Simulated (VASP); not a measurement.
Input of a VASP 6.6.1 run:

File POSCAR:

```
Sr2TeO
1.0
    4.3563053191      0.0000000000      0.0000000000
    0.0000000000      4.3563053191      0.0000000000
    0.0000000000      0.0000000000      6.1723914998
O Sr Te
1 2 1
Direct
    0.0000000000      0.0000000000      0.0000000000
    0.0000000000      0.0000000000      0.5000000000
    0.5000000000      0.5000000000      0.0000000000
    0.5000000000      0.5000000000      0.5000000000
```

Contents of INCAR.step1:

```
PREC     = Accurate       # precision mode
ENCUT    = 520            # plane-wave cutoff, eV
ISMEAR   = 0              # smearing method
SIGMA    = 0.01           # smearing width, eV
LREAL    = F              # projectors in reciprocal space
LASPH    = T              # aspherical terms in the spheres
NELM     = 60             # most SCF steps
NBANDS   = 24             # bands
GGA      = PE             # functional
ALGO     = Normal         # electronic algorithm
EDIFF    = 1E-4           # SCF threshold, eV
LWAVE    = T              # write WAVECAR
LCHARG   = F              # write CHGCAR
```

The input INCAR.step2:

```
PREC     = Accurate       # precision mode
ENCUT    = 520            # plane-wave cutoff, eV
EDIFF    = 1E-6           # SCF threshold, eV
ISMEAR   = 0              # smearing method
SIGMA    = 0.01           # smearing width, eV
LREAL    = F              # projectors in reciprocal space
LASPH    = T              # aspherical terms in the spheres
NELM     = 60             # most SCF steps
ALGO     = Normal         # electronic algorithm
ISIF     = 2              # what is computed and relaxed
LWAVE    = F              # write WAVECAR
LCHARG   = F              # write CHGCAR
METAGGA  = R2SCAN         # meta-GGA
LMIXTAU  = T            
NBANDS   = 24             # bands
ISTART   = 1
```

KPOINTS

```
regular mesh
0
Gamma
  6 6 4
```

Potentials or basis: VASP PAW PBE potentials, release 64 (O, Sr_sv, Te).

The run is started by

```bash
$ cat potpaw_PBE.64/O/POTCAR potpaw_PBE.64/Sr_sv/POTCAR potpaw_PBE.64/Te/POTCAR > POTCAR
$ cp INCAR.step1 INCAR
$ mpirun -np 1 vasp_std > vasp.out
$ cp INCAR.step2 INCAR
$ mpirun -np 1 vasp_std > vasp.out
```

Question: Estimate the band gap on the k mesh.

Answer: 1.82 eV.

Question: Estimate the pressure.

Answer: 0.1 GPa.

Caveat: the PAW data sets were made with another functional, which shifts forces and pressure a little; spin-orbit coupling is left out, which moves the levels of the heavy elements. A k mesh can miss the band edges.
